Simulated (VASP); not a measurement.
# SiO2 in VASP: further runs

Aim: see how the results for SiO2 move with the level of theory and the settings. Levels: HSE06, PBE. Tasks: single point.

Program: VASP 6.6.1. These are calculated values, not measurements. Logs are shortened: lines on timing, memory, paths and dates and some standing lists are left out, and cuts for length are marked.

## (1) The cell of the first run

Symmetry: I4/mmm, No. 139, tetragonal system. Conventional cell: a = 3.202 Å, b = 3.202 Å, c = 4.755 Å, α = 90.00°, β = 90.00°, γ = 90.00°. Si (site symmetry 4/mmm) has 8 O at 1.99 Å within 2.6 Å. Within 2.6 Å of O (site symmetry -4m2) lie 4 Si at 1.99 Å and 6 O at 2.26 to 2.38 Å.

## (2) Single point, HSE06 (uniaxial z strain +5.0%)

Contents of POSCAR:

```
SiO2
1.0
    0.0000000000      2.2641691173      2.3773775731
    2.2641691173      0.0000000000      2.3773775731
    2.2641691173      2.2641691173      0.0000000000
Si O
1 2
Direct
    0.0000000000      0.0000000000      0.0000000000
    0.2500000000      0.2500000000      0.2500000000
    0.7500000000      0.7500000000      0.7500000000
```

Contents of INCAR.step1:

```
  PREC = Accurate
  ENCUT = 520
  EDIFF = 1E-5
  ISMEAR = 0
  SIGMA = 0.01
  LREAL = False
  LASPH = True
  NELM = 60
  ALGO = Normal
  ISIF = 2
  LWAVE = True
  LCHARG = False
  NBANDS = 15
  GGA = PE
```

Contents of INCAR.step2:

```
  PREC = Accurate
  ENCUT = 520
  EDIFF = 1E-6
  ISMEAR = 0
  SIGMA = 0.01
  LREAL = False
  LASPH = True
  NELM = 60
  ALGO = Normal
  ISIF = 2
  LWAVE = False
  LCHARG = False
  GGA = PE
  LHFCALC = True
  HFSCREEN = 0.2079
  PRECFOCK = Normal
  NBANDS = 15
  ISTART = 1
```

Contents of KPOINTS:

```
Automatic mesh
0
Gamma
  6 6 6
```

Potentials or basis: VASP PAW PBE potentials, release 64 (Si, O).

Launch:

```
cat potpaw_PBE.64/Si/POTCAR potpaw_PBE.64/O/POTCAR > POTCAR
cp INCAR.step1 INCAR
mpirun -np 1 vasp_std > vasp.out
cp INCAR.step2 INCAR
mpirun -np 1 vasp_std > vasp.out
```

OUTCAR:

```text
PREC = Accurate
   ENCUT = 520
   EDIFF = 1E-6
   ISMEAR = 0
   LREAL = False
   LASPH = True
   NELM = 60
   ISIF = 2
   GGA = PE
   LHFCALC = True
   HFSCREEN = 0.2079
   PRECFOCK = Normal
   ISTART = 1

 ion  position               nearest neighbor table
   1  0.000  0.000  0.000-   3 1.99   3 1.99   2 1.99   2 1.99   3 1.99   2 1.99   3 1.99   2 1.99

   2  0.250  0.250  0.250-   1 1.99   1 1.99   1 1.99   1 1.99
   3  0.750  0.750  0.750-   1 1.99   1 1.99   1 1.99   1 1.99

  LATTYP: Found a body centered tetragonal cell.
 ALAT       =     3.2020186732
 C/A-ratio  =     1.4849242405

  Lattice vectors:

 A1 = (  -2.2641691173,   0.0000000000,   2.3773775731)
 A2 = (   2.2641691173,   0.0000000000,   2.3773775731)
 A3 = (   0.0000000000,   2.2641691173,  -2.3773775731)

Analysis of symmetry for initial positions (statically):
=====================================================================
 Subroutine PRICEL returns:
 Original cell was already a primitive cell.

 Routine SETGRP: Setting up the symmetry group for a
 body centered tetragonal supercell.

 Subroutine GETGRP returns: Found 16 space group operations
 (whereof 16 operations were pure point group operations)
 out of a pool of 16 trial point group operations.

The static configuration has the point symmetry D_4h.

Analysis of symmetry for dynamics (positions and initial velocities):
=====================================================================
 Subroutine PRICEL returns:
 Original cell was already a primitive cell.

 Routine SETGRP: Setting up the symmetry group for a
 body centered tetragonal supercell.

 Subroutine GETGRP returns: Found 16 space group operations
 (whereof 16 operations were pure point group operations)
 out of a pool of 16 trial point group operations.

The dynamic configuration has the point symmetry D_4h.

 Subroutine INISYM returns: Found 16 space group operations
 (whereof 16 operations are pure point group operations),
 and found     1 'primitive' translations

----------------------------------------------------------------------------------------

                                     Primitive cell

  volume of cell :      24.3751

  direct lattice vectors                    reciprocal lattice vectors
     0.000000000  2.264169117  2.377377573    -0.220831561  0.220831561  0.210315772
     2.264169117  0.000000000  2.377377573     0.220831561 -0.220831561  0.210315772
     2.264169117  2.264169117  0.000000000     0.220831561  0.220831561 -0.210315772

  length of vectors
     3.283045220  3.283045220  3.202018673     0.376518101  0.376518101  0.376518101

  position of ions in fractional coordinates (direct lattice)
     0.000000000  0.000000000  0.000000000
     0.250000000  0.250000000  0.250000000
     0.750000000  0.750000000  0.750000000

  ion indices of the primitive-cell ions
   primitive index   ion index
                 1           1
                 2           2
                 3           3

----------------------------------------------------------------------------------------

 KPOINTS: Automatic mesh

Automatic generation of k-mesh.
 Grid dimensions read from file:
 generate k-points for:    6    6    6

 Generating k-lattice:

  Cartesian coordinates                     Fractional coordinates (reciprocal lattice)
    -0.036805260  0.036805260  0.035052629     0.166666667 -0.000000000  0.000000000
     0.036805260 -0.036805260  0.035052629    -0.000000000  0.166666667  0.000000000
     0.036805260  0.036805260 -0.035052629     0.000000000  0.000000000  0.166666667

  Length of vectors
     0.062753017  0.062753017  0.062753017

  Shift w.r.t. Gamma in fractional coordinates (k-lattice)
     0.000000000  0.000000000  0.000000000

 Subroutine IBZKPT returns following result:
 ===========================================

 Found     30 irreducible k-points:

 Following reciprocal coordinates:
            Coordinates               Weight
  0.000000  0.000000  0.000000      1.000000
  0.166667  0.000000  0.000000      8.000000
  0.333333  0.000000  0.000000      8.000000
  0.500000  0.000000  0.000000      4.000000
  0.166667  0.166667  0.000000      2.000000
  0.333333  0.166667  0.000000      8.000000
[... 16 lines left out ...]
  0.333333  0.000000  0.333333      4.000000
  0.500000  0.000000  0.333333     16.000000
 [... further k-points ...]
   k-points           NKPTS =     30   k-points in BZ     NKDIM =    216   number of bands    NBANDS=     15
   number of dos      NEDOS =    301   number of ions     NIONS =      3
   total plane-waves  NPLWV =  13824
   dimension x,y,z NGX =    24 NGY =   24 NGZ =   24
   dimension x,y,z NGXF=    48 NGYF=   48 NGZF=   48
   ions per type =               1   2
   NGX,Y,Z   is equivalent  to a cutoff of  12.15, 12.15, 12.46 a.u.
   NGXF,Y,Z  is equivalent  to a cutoff of  24.31, 24.31, 24.92 a.u.
 SYSTEM =  unknown system
   PREC   = accura    normal or accurate (medium, high low for compatibility)
   ISTART =      1    job   : 0-new  1-cont  2-samecut
   ICHARG =      0    charge: 1-file 2-atom 10-const
   ISPIN  =      1    spin polarized calculation?
   LNONCOLLINEAR =      F non collinear calculations
   LSORBIT =      F    spin-orbit coupling
   LASPH  =      T    aspherical Exc in radial PAW
   ENCUT  =  520.0 eV  38.22 Ry    6.18 a.u.   6.10  6.10  5.95*2*pi/ulx,y,z
   NELM   =     60;   NELMIN=  2; NELMDL=  0     # of ELM steps
   EDIFF  = 0.1E-05   stopping-criterion for ELM
   LREAL  =      F    real-space projection
   EDIFFG = 0.1E-04   stopping-criterion for IOM
   NSW    =      0    number of steps for IOM
   IBRION =     -1    ionic relax: 0-MD 1-quasi-New 2-CG
   NFREE  =      0    steps in history (QN), initial steepest desc. (CG)
   ISIF   =      2    stress and relaxation
   ISYM   =      3    0-nonsym 1-usesym 2-fastsym
   POTIM  = 0.5000    time-step for ionic-motion
   TEBEG  =    0.0;   TEEND  =   0.0 temperature during run
   PSTRESS=    0.0 pullay stress
   NELECT =      16.0000    total number of electrons
   NUPDOWN=      -1.0000    fix difference up-down
   EMIN   =  10.00;   EMAX   =-10.00  energy-range for DOS
   EFERMI =   0.00;   METHOD = LEGACY
   ISMEAR =     0;   SIGMA  =   0.01  broadening in eV -4-tet -1-fermi 0-gaus
   EFERMI_NEDOS =   21; number of points for ismear=-14 and -15
   IALGO  =     38    algorithm
   IMIX   =      1    mixing-type and parameters
     AMIX     =   0.40;   BMIX     =  1.00
     AMIX_MAG =   1.60;   BMIX_MAG =  1.00
  volume/ion in A,a.u.               =       8.13        54.83
  Fermi-wavevector in a.u.,A,eV,Ry     =   1.422764  2.688634 27.541694  2.024257
  Thomas-Fermi vector in A             =   2.543433
   LORBIT       =      0    0 simple, 1 ext, 2 COOP (PROOUT), +10 PAW based schemes
   GGA     = PE    functional components
   LHFCALC =     T    Hartree Fock is set to
   PRECFOCK=normal    Normal, Fast or Accurate (Low or Medium for compatibility)
   ENCUT4O =  -1.0   cutoff for four orbital integrals eV
   NKREDX  =     1    reduce k-point grid by
   NKREDY  =     1    reduce k-point grid by
   NKREDZ  =     1    reduce k-point grid by
   AEXX    =    0.2500 exact exchange contribution
   HFSCREEN=    0.2079 screening length (either q_TF or 0.3 A-1)
   HFSCREENC=   0.2079 screening length for correlation (either q_TF or 0.3 A-1)
   ENCUTFOCK=  -1.0 apply spherical cutoff to Coloumb kernel
   IVDW    =     0    specifies the selected vdW correction
   LEPSILON=     F    determine dielectric tensor
   LRPA    =     F    only Hartree local field effects (RPA)
 non-spin polarized calculation
 Gauss-broadening in eV      SIGMA  =   0.01
  energy-cutoff  :      520.00
  volume of cell :       24.38
 maximum number of plane-waves:       670
  NGX = 20; NGY = 20; NGZ = 18

 number of electron      16.0000007 magnetization

 Free energy of the ion-electron system (eV)
  ---------------------------------------------------
  ext. energy  EPLUGINS =         0.00000000
  ---------------------------------------------------
  free energy    TOTEN  =       -24.81936825 eV

  energy without entropy =      -24.81936825  energy(sigma->0) =      -24.81936825

 E-fermi :   8.1618     XC(G=0):  -9.9590

 val. band max:        8.0833455433   @ k =   0.5000   0.0000   0.5000
 cond. band min:      10.7604855658   @ k =   0.0000   0.0000   0.0000
 fundamental gap:      2.6771400225
 Fermi energy:         8.1617631095

 k-point     1 :       0.0000    0.0000    0.0000
  band No.  band energies     occupation
      1     -16.4343      2.00000
      2      -9.7469      2.00000
      3       1.8783      2.00000
      4       1.8783      2.00000
      5       2.2107      2.00000
      6       4.7986      2.00000
      7       5.9150      2.00000
      8       5.9150      2.00000
      9      10.7605      0.00000
     10      15.2321      0.00000
     11      15.2321      0.00000
     12      15.6339      0.00000
     13      21.4804      0.00000
     14      22.7486      0.00000
     15      24.1936      0.00000

 k-point     2 :       0.1667    0.0000    0.0000
  band No.  band energies     occupation
      1     -16.0371      2.00000
      2     -10.2279      2.00000
      3       1.6073      2.00000
      4       1.9520      2.00000
      5       2.0939      2.00000
      6       4.0165      2.00000
      7       5.0479      2.00000
      8       5.4006      2.00000
      9      12.4480      0.00000
     10      15.6033      0.00000
     11      15.9441      0.00000
     12      16.3428      0.00000
     13      22.2957      0.00000
     14      23.3591      0.00000
     15      25.5070      0.00000
[... 365 lines left out ...]
      3      -1.6894      2.00000
      4      -0.1816      2.00000
      5       0.0756      2.00000
      6       5.9561      2.00000
      7       6.3598      2.00000
      8       6.9470      2.00000
      9      11.6075      0.00000
     10      15.5530      0.00000
     11      20.4373      0.00000
     12      20.6508      0.00000
     13      22.3223      0.00000
     14      25.0152      0.00000
     15      29.9515      0.00000

 k-point    24 :       0.5000    0.0000    0.3333
  band No.  band energies     occupation
      1     -13.6239      2.00000
      2     -11.9852      2.00000
      3      -2.9987      2.00000
      4      -0.3200      2.00000
      5      -0.1296      2.00000
      6       5.6457      2.00000
      7       6.5782      2.00000
      8       7.4584      2.00000
      9      12.1569      0.00000
     10      17.3405      0.00000
     11      20.4458      0.00000
     12      21.4210      0.00000
     13      21.9086      0.00000
     14      25.9156      0.00000
     15      28.7198      0.00000

 [... further k-points ...]
[... 5 lines left out ...]
  --------------------------------------------------------------------------------------
  -------------------------------------------------------------------------------------
  Total       -0.0088674     -0.0088674     -7.5433095      0.0000000      0.0000000     -0.0000000
  in kB       -0.5828571     -0.5828571   -495.8229529      0.0000000      0.0000000     -0.0000000
  external PRESSURE =    -165.6628891 kB  Pullay stress =       0.0000000 kB

 VOLUME and BASIS-vectors are now :
 -----------------------------------------------------------------------------
  energy-cutoff  :      520.00
  volume of cell :       24.38
      direct lattice vectors                 reciprocal lattice vectors
     0.000000000  2.264169117  2.377377573    -0.220831561  0.220831561  0.210315772
     2.264169117  0.000000000  2.377377573     0.220831561 -0.220831561  0.210315772
     2.264169117  2.264169117  0.000000000     0.220831561  0.220831561 -0.210315772

 POSITION                                       TOTAL-FORCE (eV/Angst)
 -----------------------------------------------------------------------------------
      0.00000      0.00000      0.00000         0.000000     -0.000000     -0.000000
      1.13208      1.13208      1.18869        -0.000000     -0.000000     -0.000000
      3.39625      3.39625      3.56607         0.000000      0.000000      0.000000
 -----------------------------------------------------------------------------------
    total drift:                                0.000000      0.000000     -0.000005

  FREE ENERGIE OF THE ION-ELECTRON SYSTEM (eV)
  ---------------------------------------------------
  free  energy   TOTEN  =       -24.8193682461 eV

  energy  without entropy=      -24.8193682461  energy(sigma->0) =      -24.81936825
```

Wall time 49 min (1 thread of Intel Xeon Platinum 8259CL at 2.50GHz (Skylake/Cascade Lake), shared host); peak memory 0.25 GiB.

Results:

```
Free energy            : -24.8194 eV
Pressure               : -16.6 GPa
Band gap on the k mesh : 2.68 eV (least direct gap 2.94 eV)
```

Caveat: the cell differs from its parent crystal (uniaxial z strain +5.0%); the cell stands under tension; the PAW data sets were made with another functional, which shifts forces and pressure a little. A k mesh can miss the band edges.

## (3) Single point, PBE (strain -2.0%)

Contents of INCAR:

```
PREC = Accurate
ENCUT = 520
EDIFF = 1E-6
ISMEAR = -1
SIGMA = 0.02
LREAL = F
LASPH = T
NELM = 80
ALGO = Normal
ISIF = 2
LWAVE = F
LCHARG = F
GGA = PE
NBANDS = 15
```

Contents of KPOINTS:

```
Automatic mesh
0
Gamma
  10 10 10
```

Contents of POSCAR:

```
SiO2
1.0
    0.0000000000      2.2188857349      2.2188857349
    2.2188857349      0.0000000000      2.2188857349
    2.2188857349      2.2188857349      0.0000000000
Si O
1 2
Direct
    0.0000000000      0.0000000000      0.0000000000
    0.2500000000      0.2500000000      0.2500000000
    0.7500000000      0.7500000000      0.7500000000
```

Potentials or basis: VASP PAW PBE potentials, release 64 (Si, O).

Launch:

```
cat potpaw_PBE.64/Si/POTCAR potpaw_PBE.64/O/POTCAR > POTCAR
mpirun -np 1 vasp_std > vasp.out
```

Run time: 18 s. Hardware: 1 thread of Intel Xeon 8259CL, shared host; peak memory 0.14 GiB.

It converged, with:

```
Free energy            : -19.7239 eV
Pressure               : 31.7 GPa
Band gap on the k mesh : 2.11 eV
```

Levels at points of the mesh, in eV from the valence-band top:
| k point | band 5 | band 6 | band 7 | band 8 | band 9 | band 10 | band 11 | band 12 |
| --- | --- | --- | --- | --- | --- | --- | --- | --- |
| (0.00, 0.00, 0.00) | -6.30 | -2.42 | -2.42 | -2.42 | 3.09 | 6.07 | 6.07 | 6.07 |
| (0.50, 0.00, 0.00) | -5.64 | -5.37 | -4.91 | -4.91 | 6.73 | 10.24 | 10.64 | 10.64 |
| (0.50, 0.50, 0.00) | -8.76 | -1.09 | -1.09 | 0.00 | 2.11 | 8.97 | 11.73 | 13.57 |

Caveat: the cell differs from its parent crystal (strain -2.0%); the cell stands under pressure. A k mesh can miss the band edges.
